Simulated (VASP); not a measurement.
A run of VASP 6.6.1 is set up as follows.

INCAR

```
PREC = Accurate
ENCUT = 520
EDIFF = 1E-6
ISMEAR = 1
SIGMA = 0.01
LREAL = F
LASPH = T
NELM = 60
ALGO = Normal
ISIF = 2
LWAVE = F
LCHARG = F
GGA = PS
NBANDS = 36
```

Contents of KPOINTS:

```
Automatic mesh
0
Gamma
  6 6 6
```

File POSCAR:

```
ZnS
1.0
    1.9363193237      1.1179344832      9.5153335817
   -1.9363193237      1.1179344832      9.5153335817
    0.0000000000     -2.2358689664      9.5153335817
Zn S
3 3
Direct
    0.9999711400      0.9999711400      0.9999711400
    0.2222694100      0.2222694100      0.2222694100
    0.4446134400      0.4446134400      0.4446134400
    0.0832671700      0.0832671700      0.0832671700
    0.5278423000      0.5278423000      0.5278423000
    0.3053625400      0.3053625400      0.3053625400
```

Potentials or basis: VASP PAW PBE potentials, release 64 (Zn, S).

Run with:

```sh
$ cat potpaw_PBE.64/Zn/POTCAR potpaw_PBE.64/S/POTCAR > POTCAR
$ mpirun -np 1 vasp_std > vasp.out
```

(1) Estimate the pressure.

(2) Estimate the largest force.

(3) Predict the band gap on the k mesh.

## Answers

(1) -4.5 GPa.

(2) 0.019 eV/Å.

(3) 1.83 eV.

Caveat: the cell stands under tension; the PAW data sets were made with another functional, which shifts forces and pressure a little.
